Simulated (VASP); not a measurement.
Wanted: the native input for a VASP 6.6.1 run.

| Property | Result |
| --- | --- |
| Task | single point |
| Functional | LDA |
| Potentials or basis | VASP PAW LDA potentials, release 64 (Al) |
| Cutoff | 520 eV |
| k mesh | 14 × 14 × 14 |
| Occupations | methfessel-paxton, width 0.2 eV |
| Spin | no spin polarisation |
| Dipole correction | no |
| Further INCAR settings | ALGO = Normal; EDIFF = 1e-06; NBANDS = 8 |

The structure of Al lies in POSCAR:

```
Al
1.0
    0.0000000000      1.9916090303      1.9916090303
    1.9916090303      0.0000000000      1.9916090303
    1.9916090303      1.9916090303      0.0000000000
Al
1
Direct
    0.0000000000      0.0000000000      0.0000000000
```

The input as run:

INCAR

```
SYSTEM = Al
PREC = Accurate
ENCUT = 520
EDIFF = 1E-6
ISMEAR = 1
SIGMA = 0.2
LREAL = .FALSE.
LASPH = .TRUE.
NELM = 100
ALGO = Normal
ISIF = 2
LWAVE = .FALSE.
LCHARG = .TRUE.
GGA = CA
LELF = .TRUE.
LVHAR = .TRUE.
NBANDS = 8
```

KPOINTS

```
regular mesh
0
G
  14 14 14
  0 0 0
```

Potentials or basis: VASP PAW LDA potentials, release 64 (Al).

Launch:

```bash
$ cat potpaw_LDA.64/Al/POTCAR > POTCAR
$ mpirun -np 1 vasp_std > vasp.out
```

Results of the run:

```
Pressure : -0.2 GPa
```

It took 6.2 s on 1 thread of AMD EPYC 9R45 96-Core Processor (Zen 5), with other jobs on the host, peak memory 0.09 GiB.
